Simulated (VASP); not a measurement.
Write the native input for VASP 6.6.1 that does the following.

```yaml
Task: single point
Functional: PBEsol
Potentials_or_basis: VASP PAW PBE potentials, release 64 (Ti_sv, Al)
Cutoff: 520 eV
k_mesh: 12 × 12 × 12
Occupations: gaussian, width 0.15 eV
Spin: collinear spin, ferromagnetic start
Starting_moments: "[0.6, 0.6, 0.6, 0.0] μB"
Fixed_moment: 1.8 μB
Dipole_correction: no
Further_INCAR_settings: ALGO = Fast; EDIFF = 1e-06; NBANDS = 32
```

The structure of Ti3Al lies in POSCAR:

```
Ti3Al
1.0
    0.0000000000      3.3188998145      3.3188998145
    3.3188998145      0.0000000000      3.3188998145
    3.3188998145      3.3188998145      0.0000000000
Ti Al
3 1
Direct
    0.7500000000      0.7500000000      0.7500000000
    0.2500000000      0.2500000000      0.2500000000
    0.0000000000      0.0000000000      0.0000000000
    0.5000000000      0.5000000000      0.5000000000
```

These files were run (other wordings do the same):

INCAR

```
SYSTEM = Ti3Al
PREC = Accurate ; ENCUT = 520
EDIFF = 1E-6 ; ISMEAR = 0
SIGMA = 0.15 ; LREAL = .False.
LASPH = .True. ; NELM = 150
ALGO = Fast ; ISIF = 2
LWAVE = .False. ; LCHARG = .False.
ISPIN = 2 ; MAGMOM = 0.6 0.6 0.6 0
LORBIT = 11 ; NUPDOWN = 1.8
LMAXMIX = 4 ; GGA = PS
NBANDS = 32
```

KPOINTS

```
Automatic mesh
0
Gamma
  12 12 12
  0 0 0
```

Potentials or basis: VASP PAW PBE potentials, release 64 (Ti_sv, Al).

The run is started by

```bash
$ cat potpaw_PBE.64/Ti_sv/POTCAR potpaw_PBE.64/Al/POTCAR > POTCAR
$ mpirun -np 1 vasp_std > vasp.out
```

It gave:

```
Pressure                                              : -11.0 GPa
Net moment                                            : 1.80 μB per cell
Site moments                                          : Ti +0.20, +0.95; Al -0.02 μB
Valence electrons inside the program's atomic spheres : Ti 10.16, 10.24; Al 0.78
```

Caveat: the PAW data sets were made with another functional, which shifts forces and pressure a little; the total moment is fixed, so each spin has its own Fermi level.

Run time: 31 min on 1 thread of Oxide Virtual Turin-like Processor, on a shared host, peak memory 0.37 GiB.
